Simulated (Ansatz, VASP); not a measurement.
# PbF2: VASP beside Ansatz

```
Pb F
1.0
     0.00000    2.96985    2.88075
     2.96985    0.00000    2.88075
     2.96985    2.96985    0.00000
Pb F
1 2
Cartesian
  0.0000 0.0000 0.0000
  1.4849 1.4849 1.4404
  4.4548 4.4548 4.3211
```

Change from the starting cell: strain +0.000 along x and y, -0.030 along z, atoms carried along.

Alike in both runs: task single point; functional PBE; dispersion D3(BJ); k mesh 8 × 8 × 8; occupations gaussian, width 0.05 eV; no spin polarisation.

```csv
,VASP,Ansatz
version,VASP 6.6.1,Ansatz 0.2.0
potentials or method,"VASP PAW PBE potentials, release 64 (Pb_d, F), cutoff 520 eV","scalar-relativistic, plane waves, PAW"
valence electrons in the cell,28,28
```

VASP gave:

- gap on the k mesh at the Fermi level (eV): 4.29
- least direct gap on the mesh (eV): 4.53
- pressure (GPa): 3.0
- traceless stress, the component that is largest in VASP (GPa): 1.03

Task: Estimate Ansatz's values.

Result: gap on the k mesh at the Fermi level (eV): 4.29; least direct gap on the mesh (eV): 4.53; pressure (GPa): 3.2; traceless stress, the component that is largest in VASP (GPa): 1.03.

Spin-orbit coupling is off throughout.
